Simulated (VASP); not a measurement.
Write the native input for VASP 6.6.1 that does the following.

| Quantity | Value |
| --- | --- |
| Task | electric field gradients |
| Functional | PBE |
| Potentials or basis | VASP PAW PBE potentials, release 64 (Ni) |
| Cutoff | 520 eV |
| k mesh | 20 × 20 × 20 |
| Occupations | fermi-dirac, width 0.05 eV |
| Spin | collinear spin, ferromagnetic start |
| Starting moments | [1.5] μB |
| Dipole correction | no |
| Further INCAR settings | ALGO = Normal; EDIFF = 1e-08; NBANDS = 15 |

The structure of Ni lies in POSCAR:

```
Ni
1.0
    0.0000000000      1.7679500000      1.7502705000
    1.7679500000      0.0000000000      1.7502705000
    1.7679500000      1.7679500000      0.0000000000
Ni
1
Direct
    0.0000000000      0.0000000000      0.0000000000
```

This cell differs from its parent crystal: zz strain of -1 %.

These files were run (other wordings do the same):

INCAR

```
SYSTEM = Ni
  PREC = Accurate
  ENCUT = 520
  EDIFF = 1E-8
  ISMEAR = -1
  SIGMA = 0.05
  LREAL = .FALSE.
  LASPH = .TRUE.
  NELM = 150
  ALGO = Normal
  ISIF = 2
  LWAVE = .FALSE.
  LCHARG = .FALSE.
  ISPIN = 2
  MAGMOM = 1.5
  LORBIT = 11
  LMAXMIX = 4
  GGA = PE
  LEFG = .TRUE.
  NBANDS = 15
```

KPOINTS

```
regular mesh
0
G
  20 20 20
  0 0 0
```

Potentials or basis: VASP PAW PBE potentials, release 64 (Ni).

The run is started by

```sh
$ cat potpaw_PBE.64/Ni/POTCAR > POTCAR
$ mpirun -np 1 vasp_std > vasp.out
```

Results of the run:

```yaml
Pressure: -0.9 GPa
Net_moment: 0.63 μB per cell
Site_moments: Ni +0.64 μB
Largest_electric_field_gradient_by_atom: Ni -0.8 V/Å²
Valence_electrons_inside_the_program's_atomic_spheres: Ni 9.30
```

Caveat: the cell differs from its parent crystal (zz strain of -1 %); without QUAD_EFG the Cq values of the log hold for a quadrupole moment of 1 mb, not for the nuclei.

It took 2.3 min on 1 thread of AMD EPYC 9R45 96-Core Processor (Zen 5), on a shared host, peak memory 0.23 GiB.
